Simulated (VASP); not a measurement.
# C in VASP: single point with PBE

Aim: the single point of C with PBE.

Everything below comes from runs of VASP 6.6.1. Logs are shortened: lines on timing, memory, paths and dates and some standing lists are left out, and cuts for length are marked.

## Step 1: The cell of the first run

The cell holds a slab with vacuum, 2 atoms: a = 2.466 Å, b = 2.466 Å, c = 8.521 Å, α = 90.00°, β = 90.00°, γ = 120.00°.

## Step 2: Single point, PBE

The input, INCAR:

```
  PREC = Accurate
  ENCUT = 520
  EDIFF = 1E-7
  ISMEAR = 0
  SIGMA = 0.1
  LREAL = F
  LASPH = T
  NELM = 60
  ALGO = Normal
  ISIF = 2
  LWAVE = F
  LCHARG = T
  GGA = PE
  LELF = T
  LVHAR = T
  NBANDS = 11
```

The input, KPOINTS:

```
regular mesh
0
Gamma
  15 15 4
```

The input, POSCAR:

```
C
1.0
    2.4663511032      0.0000000000      0.0000000000
   -1.2331755516      2.1359227100      0.0000000000
    0.0000000000      0.0000000000      8.5214856148
C
2
Direct
    0.3333333333      0.6666666667      0.0000000000
    0.6666666667      0.3333333333      0.0000000000
```

Potentials or basis: VASP PAW PBE potentials, release 64 (C).

Run with:

```bash
$ cat potpaw_PBE.64/C/POTCAR > POTCAR
$ mpirun -np 1 vasp_std > vasp.out
```

OUTCAR:

```text
PREC = Accurate
   ENCUT = 520
   EDIFF = 1E-7
   ISMEAR = 0
   LREAL = F
   LASPH = T
   NELM = 60
   ISIF = 2
   GGA = PE

 ion  position               nearest neighbor table
   1  0.333  0.667  0.000-   2 1.42   2 1.42   2 1.42
   2  0.667  0.333  0.000-   1 1.42   1 1.42   1 1.42

  LATTYP: Found a hexagonal cell.
 ALAT       =     2.4663511032
 C/A-ratio  =     3.4550983450

  Lattice vectors:

 A1 = (   2.4663511032,   0.0000000000,   0.0000000000)
 A2 = (  -1.2331755516,   2.1359227100,   0.0000000000)
 A3 = (   0.0000000000,   0.0000000000,   8.5214856148)

Analysis of symmetry for initial positions (statically):
=====================================================================
 Subroutine PRICEL returns:
 Original cell was already a primitive cell.

 Routine SETGRP: Setting up the symmetry group for a
 hexagonal supercell.

 Subroutine GETGRP returns: Found 24 space group operations
 (whereof 24 operations were pure point group operations)
 out of a pool of 24 trial point group operations.

The static configuration has the point symmetry D_6h.

Analysis of symmetry for dynamics (positions and initial velocities):
=====================================================================
 Subroutine PRICEL returns:
 Original cell was already a primitive cell.

 Routine SETGRP: Setting up the symmetry group for a
 hexagonal supercell.

 Subroutine GETGRP returns: Found 24 space group operations
 (whereof 24 operations were pure point group operations)
 out of a pool of 24 trial point group operations.

The dynamic configuration has the point symmetry D_6h.

 Subroutine INISYM returns: Found 24 space group operations
 (whereof 24 operations are pure point group operations),
 and found     1 'primitive' translations

----------------------------------------------------------------------------------------

                                     Primitive cell

  volume of cell :      44.8906

  direct lattice vectors                    reciprocal lattice vectors
     2.466351103  0.000000000  0.000000000     0.405457276  0.234090867  0.000000000
    -1.233175552  2.135922710  0.000000000     0.000000000  0.468181735  0.000000000
     0.000000000  0.000000000  8.521485615     0.000000000  0.000000000  0.117350430

  length of vectors
     2.466351103  2.466351103  8.521485615     0.468181735  0.468181735  0.117350430

  position of ions in fractional coordinates (direct lattice)
[... 85 lines left out ...]
   ISIF   =      2    stress and relaxation
   ISYM   =      2    0-nonsym 1-usesym 2-fastsym
   POTIM  = 0.5000    time-step for ionic-motion
   TEBEG  =    0.0;   TEEND  =   0.0 temperature during run
   PSTRESS=    0.0 pullay stress
   NELECT =       8.0000    total number of electrons
   NUPDOWN=      -1.0000    fix difference up-down
   EMIN   =  10.00;   EMAX   =-10.00  energy-range for DOS
   EFERMI =   0.00;   METHOD = LEGACY
   ISMEAR =     0;   SIGMA  =   0.10  broadening in eV -4-tet -1-fermi 0-gaus
   EFERMI_NEDOS =   21; number of points for ismear=-14 and -15
   IALGO  =     38    algorithm
   IMIX   =      4    mixing-type and parameters
     AMIX     =   0.40;   BMIX     =  1.00
     AMIX_MAG =   1.60;   BMIX_MAG =  1.00
  volume/ion in A,a.u.               =      22.45       151.47
  Fermi-wavevector in a.u.,A,eV,Ry     =   0.921269  1.740945 11.547751  0.848736
  Thomas-Fermi vector in A             =   2.046666
   LORBIT       =      0    0 simple, 1 ext, 2 COOP (PROOUT), +10 PAW based schemes
   GGA     = PE    functional components
   LHFCALC =     F    Hartree Fock is set to
   AEXX    =    0.0000 exact exchange contribution
   IVDW    =     0    specifies the selected vdW correction
   LEPSILON=     F    determine dielectric tensor
   LRPA    =     F    only Hartree local field effects (RPA)
 non-spin polarized calculation
 Gauss-broadening in eV      SIGMA  =   0.10
  energy-cutoff  :      520.00
  volume of cell :       44.89
 maximum number of plane-waves:      1230
   NGX =  9   NGY =  9   NGZ = 31

 number of electron       7.9999997 magnetization

 Free energy of the ion-electron system (eV)
  ---------------------------------------------------
  ext. energy  EPLUGINS =         0.00000000
  ---------------------------------------------------
  free energy    TOTEN  =       -18.44872290 eV

  energy without entropy =      -18.44771989  energy(sigma->0) =      -18.44822139

 E-fermi :  -0.7214     XC(G=0):  -4.9833

 val. band max:       -0.7213577495   @ k =   0.3333   0.3333   0.2500
 cond. band min:      -0.7213228131   @ k =   0.3333   0.3333   0.0000
 fundamental gap:      0.0000349365
 Fermi energy:        -0.7213561917

 k-point     1 :       0.0000    0.0000    0.0000
  band No.  band energies     occupation
      1     -20.2403      2.00000
      2      -8.3354      2.00000
      3      -3.7677      2.00000
      4      -3.7677      2.00000
      5       2.2674      0.00000
      6       4.5859      0.00000
      7       6.2842      0.00000
      8       7.5812      0.00000
      9       7.5812      0.00000
     10      10.6977      0.00000
     11      11.7600      0.00000
[... 309 lines left out ...]
 k-point    24 :       0.4000    0.2000    0.0000
  band No.  band energies     occupation
      1     -14.3943      2.00000
      2     -13.4034      2.00000
      3      -9.5654      2.00000
      4      -2.2220      2.00000
      5       0.5767      0.00000
      6      10.0793      0.00000
      7      10.6850      0.00000
      8      10.9895      0.00000
      9      11.1935      0.00000
     10      13.4281      0.00000
     11      14.3185      0.00000

 [... further k-points ...]

------------------------ aborting loop because EDIFF is reached ----------------------------------------

  FORCE on cell =-STRESS in cart. coord.  units (eV):
  Direction    XX          YY          ZZ          XY          YZ          ZX
  --------------------------------------------------------------------------------------
  -------------------------------------------------------------------------------------
  Total        0.0882036      0.0882036     -0.0104460     -0.0000000      0.0000000      0.0000000
  in kB        3.1480456      3.1480456     -0.3728235     -0.0000000      0.0000000      0.0000000
  external PRESSURE =       1.9744226 kB  Pullay stress =       0.0000000 kB

 VOLUME and BASIS-vectors are now :
 -----------------------------------------------------------------------------
  energy-cutoff  :      520.00
  volume of cell :       44.89
      direct lattice vectors                 reciprocal lattice vectors
     2.466351103  0.000000000  0.000000000     0.405457276  0.234090867  0.000000000
    -1.233175552  2.135922710  0.000000000     0.000000000  0.468181735  0.000000000
     0.000000000  0.000000000  8.521485615     0.000000000  0.000000000  0.117350430

 POSITION                                       TOTAL-FORCE (eV/Angst)
 -----------------------------------------------------------------------------------
     -0.00000      1.42395      0.00000         0.000000      0.000000      0.000000
      1.23318      0.71197      0.00000        -0.000000      0.000000      0.000000
 -----------------------------------------------------------------------------------
    total drift:                                0.000000     -0.000000      0.000000

  FREE ENERGIE OF THE ION-ELECTRON SYSTEM (eV)
  ---------------------------------------------------
  free  energy   TOTEN  =       -18.4487228956 eV

  energy  without entropy=      -18.4477198920  energy(sigma->0) =      -18.44822139
```

OSZICAR:

```text
N       E                     dE             d eps       ncg     rms          rms(c)
DAV:   1     0.242701536218E+02    0.24270E+02   -0.36869E+03  1785   0.584E+02
DAV:   2    -0.176999357847E+02   -0.41970E+02   -0.39810E+02  2374   0.128E+02
DAV:   3    -0.197012422164E+02   -0.20013E+01   -0.19925E+01  2266   0.279E+01
DAV:   4    -0.197195225663E+02   -0.18280E-01   -0.18275E-01  2471   0.322E+00
DAV:   5    -0.197196525105E+02   -0.12994E-03   -0.12992E-03  2277   0.229E-01    0.631E+00
DAV:   6    -0.188101938849E+02    0.90946E+00   -0.72663E-01  2084   0.492E+00    0.370E+00
DAV:   7    -0.184565186669E+02    0.35368E+00   -0.98234E-01  2175   0.567E+00    0.981E-01
DAV:   8    -0.184484979580E+02    0.80207E-02   -0.23694E-02  2189   0.905E-01    0.156E-01
DAV:   9    -0.184477785225E+02    0.71944E-03   -0.49912E-04  2121   0.138E-01    0.108E-01
DAV:  10    -0.184472456192E+02    0.53290E-03   -0.40834E-03  1918   0.261E-01    0.723E-02
DAV:  11    -0.184482237580E+02   -0.97814E-03   -0.14175E-04  1956   0.667E-02    0.385E-02
DAV:  12    -0.184486543887E+02   -0.43063E-03   -0.59655E-05  1885   0.495E-02    0.150E-02
DAV:  13    -0.184487101861E+02   -0.55797E-04   -0.43826E-06  1848   0.134E-02    0.265E-03
DAV:  14    -0.184487227797E+02   -0.12594E-04   -0.74088E-07  2007   0.437E-03    0.113E-03
DAV:  15    -0.184487229281E+02   -0.14844E-06   -0.17673E-08  2051   0.828E-04    0.606E-04
DAV:  16    -0.184487228956E+02    0.32510E-07   -0.34914E-09  1986   0.353E-04
   1 F= -.18448723E+02 E0= -.18448221E+02  d E =-.100300E-02
```

It took 23 s on 1 thread of AMD EPYC 7R13 (Zen 3), shared host; peak memory 0.13 GiB.

What came out:

```
Free energy            : -18.4487 eV
Band gap on the k mesh : zero (filled and empty bands touch)
```

Caveat: there is no dipole correction, which matters where the two faces differ.
